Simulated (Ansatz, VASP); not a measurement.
# Two plane-wave programs on KCl

File POSCAR:

```
KCl
1.0
    0.0000000000      3.1759862350      3.1759862350
    3.1759862350      0.0000000000      3.1759862350
    3.1759862350      3.1759862350      0.0000000000
K Cl
1 1
Direct
    0.0000000000      0.0000000000      0.0000000000
    0.5000000000      0.5000000000      0.5000000000
```

The input INCAR.step1:

```
  PREC = Accurate
  ENCUT = 550
  ISMEAR = 0
  SIGMA = 0.01
  LREAL = False
  LASPH = True
  NELM = 120
  NBANDS = 15
  GGA = PE
  ALGO = Normal
  EDIFF = 1E-5
  LWAVE = True
  LCHARG = False
  GGA_COMPAT = False
```

INCAR.step2

```
  PREC = Accurate
  ENCUT = 550
  EDIFF = 1E-6
  ISMEAR = 0
  SIGMA = 0.01
  LREAL = False
  LASPH = True
  NELM = 120
  ALGO = Normal
  ISIF = 2
  LWAVE = False
  LCHARG = True
  METAGGA = R2SCAN
  LMIXTAU = True
  LELF = True
  LVHAR = True
  NBANDS = 15
  ISTART = 1
  GGA_COMPAT = False
```

KPOINTS

```
Automatic mesh
0
Gamma
  6 6 6
```

Input for Ansatz:

```yaml
crystal:
  lattice:
    - [0.0, 3.175986235, 3.175986235]
    - [3.175986235, 0.0, 3.175986235]
    - [3.175986235, 3.175986235, 0.0]
  atoms:
    - { symbol: K, position: [0.0, 0.0, 0.0] }
    - { symbol: Cl, position: [0.5, 0.5, 0.5] }
kpoints:
  mp_grid: { grid: [6, 6, 6] }
hamiltonian:
  xc: r2scan
scf:
  occupations: { method: fixed }
  n_extra_bands: 4
output:
  forces: true
  stress: true
  eigenvalues: true
```

Alike in both runs: task single point; functional r2SCAN; k mesh 6 × 6 × 6; no spin polarisation.

```csv
,VASP,Ansatz
version,VASP 6.6.1,Ansatz 0.2.0
potentials or method,"VASP PAW PBE potentials, release 64 (K_sv, Cl)","plane waves, PAW"
plane-wave cutoff (eV),550,500
occupations,"gaussian, width 0.01 eV",fixed
valence electrons in the cell,16,16
```

|  | VASP | Ansatz | Ansatz less VASP |
| --- | --- | --- | --- |
| gap on the k mesh at the Fermi level (eV) | 5.73 | 5.73 | -0.004 |
| pressure (GPa) | -0.5 | -0.5 | +0.01 |

VASP's potentials were made for PBE, not for r2SCAN.
